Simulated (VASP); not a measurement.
A run of VASP 6.6.1:

Contents of INCAR:

```
SYSTEM = Al3GaN4
PREC = Accurate
ENCUT = 520
EDIFF = 1E-7
ISMEAR = 0
SIGMA = 0.02
LREAL = .FALSE.
LASPH = .TRUE.
NELM = 80
ALGO = Normal
ISIF = 2
LWAVE = .FALSE.
LCHARG = .FALSE.
GGA = PS
NBANDS = 31
```

The input KPOINTS:

```
Automatic mesh
0
G
  6 8 4
  0 0 0
```

Contents of POSCAR:

```
Al3GaN4
1.0
    5.0434079696      0.0000000000      0.0000000000
    0.0000000000      3.1300738974      0.0000000000
   -0.0031127205      0.0000000000      5.4179920212
Al Ga N
3 1 4
Direct
    0.5002300429      0.5000000000      0.1673295651
    0.0009207023      0.5000000000      0.8348055940
    0.0010880656      0.0000000000      0.3316926345
    0.4994217140      0.0000000000      0.6662009014
    0.1111724728      0.0000000000      0.6663292515
    0.1224543247      0.5000000000      0.1671578647
    0.6251234802      0.5000000000      0.8401923542
    0.6231881976      0.0000000000      0.3262928346
```

Potentials or basis: VASP PAW PBE potentials, release 64 (Al, Ga_d, N).

The run is started by

```sh
$ cat potpaw_PBE.64/Al/POTCAR potpaw_PBE.64/Ga_d/POTCAR potpaw_PBE.64/N/POTCAR > POTCAR
$ mpirun -np 1 vasp_std > vasp.out
```

Hardware: 1 thread of Intel(R) Xeon(R) Platinum 8559C (Emerald Rapids), on a shared host.

Problem. How long does it take, and how much memory?

Solution. Run time: 99 s on 1 thread of Intel(R) Xeon(R) Platinum 8559C (Emerald Rapids), on a shared host, peak memory 0.29 GiB. Counts: scf iterations 15, k points 70.
